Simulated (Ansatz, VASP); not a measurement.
## SnO2: VASP beside Ansatz

Contents of INCAR:

```
SYSTEM = SnO2
PREC = Accurate ; ENCUT = 520
EDIFF = 1E-7 ; ISMEAR = 0
SIGMA = 0.05 ; LREAL = .FALSE.
LASPH = .TRUE. ; NELM = 60
ALGO = Normal ; ISIF = 2
LWAVE = .FALSE. ; LCHARG = .FALSE.
GGA = PE ; IVDW = 12
NBANDS = 64
```

The input KPOINTS:

```
regular mesh
0
G
  6 6 6
  0 0 0
```

The input POSCAR:

```
SnO2
1.0
    3.2373377715      1.8690778339      4.2908446674
   -3.2373377715      1.8690778339      4.2908446674
    0.0000000000     -3.7381556677      4.2908446674
Sn O
4 8
Direct
    0.8599704908      0.8671831415      0.8671831412
    0.3599953103      0.3671898276      0.8671877263
    0.3599953103      0.8671877266      0.3671898272
    0.8599832044      0.3671901686      0.3671901682
    0.1635843402      0.5999408917      0.5999408711
    0.6635906951      0.0999959067      0.5999694999
    0.6635906951      0.5999695205      0.0999958860
    0.6015764520      0.6118177823      0.6118178055
    0.1635853968      0.0999876409      0.0999876203
    0.1016047842      0.1117769907      0.6117679699
    0.1016047842      0.6117679468      0.1117770139
    0.6016534645      0.1117939877      0.1117940109
```

Input for Ansatz:

```yaml
crystal:
  lattice:
    - [3.2373377715, 1.8690778339, 4.2908446674]
    - [-3.2373377715, 1.8690778339, 4.2908446674]
    - [0.0, -3.7381556677, 4.2908446674]
  atoms:
    - { symbol: Sn, position: [0.8599704908, 0.8671831415, 0.8671831412] }
    - { symbol: Sn, position: [0.3599953103, 0.3671898276, 0.8671877263] }
    - { symbol: Sn, position: [0.3599953103, 0.8671877266, 0.3671898272] }
    - { symbol: Sn, position: [0.8599832044, 0.3671901686, 0.3671901682] }
    - { symbol: O, position: [0.1635843402, 0.5999408917, 0.5999408711] }
    - { symbol: O, position: [0.6635906951, 0.0999959067, 0.5999694999] }
    - { symbol: O, position: [0.6635906951, 0.5999695205, 0.099995886] }
    - { symbol: O, position: [0.601576452, 0.6118177823, 0.6118178055] }
    - { symbol: O, position: [0.1635853968, 0.0999876409, 0.0999876203] }
    - { symbol: O, position: [0.1016047842, 0.1117769907, 0.6117679699] }
    - { symbol: O, position: [0.1016047842, 0.6117679468, 0.1117770139] }
    - { symbol: O, position: [0.6016534645, 0.1117939877, 0.1117940109] }
basis:
  ecutwfc: 520.0
kpoints:
  mp_grid: { grid: [6, 6, 6] }
hamiltonian:
  xc: pbe
  pseudopotentials: { kind: paw, azcp: { folder: soft_1 } }
  dispersion: d3bj
scf:
  occupations: { method: gaussian, width: 0.05 }
output:
  forces: true
  stress: true
  eigenvalues: true
```

Change from the starting cell: mode 20 frozen in at +0.100 Å and mode 26 at +0.138 Å (largest displacements).

Alike in both runs: task single point; functional PBE; dispersion D3(BJ); k mesh 6 × 6 × 6; occupations gaussian, width 0.05 eV; no spin polarisation.

|  | VASP | Ansatz |
| --- | --- | --- |
| version | VASP 6.6.1 | Ansatz 0.2.0 |
| potentials or method | VASP PAW PBE potentials, release 64 (Sn_d, O), cutoff 520 eV | scalar-relativistic, plane waves, PAW |
| valence electrons in the cell | 104 | 104 |

```csv
,VASP,Ansatz,Ansatz less VASP
gap on the k mesh at the Fermi level (eV),1.42,1.45,+0.022
least direct gap on the mesh (eV),1.44,1.46,+0.021
pressure (GPa),4.1,3.4,-0.69
"traceless stress, the component that is largest in VASP (GPa)",9.01,8.88,-0.126
rms of the force components (eV/Å),0.862,0.840,-0.0224
```

Atom by atom the forces differ by 0.033 eV/Å (rms over components).
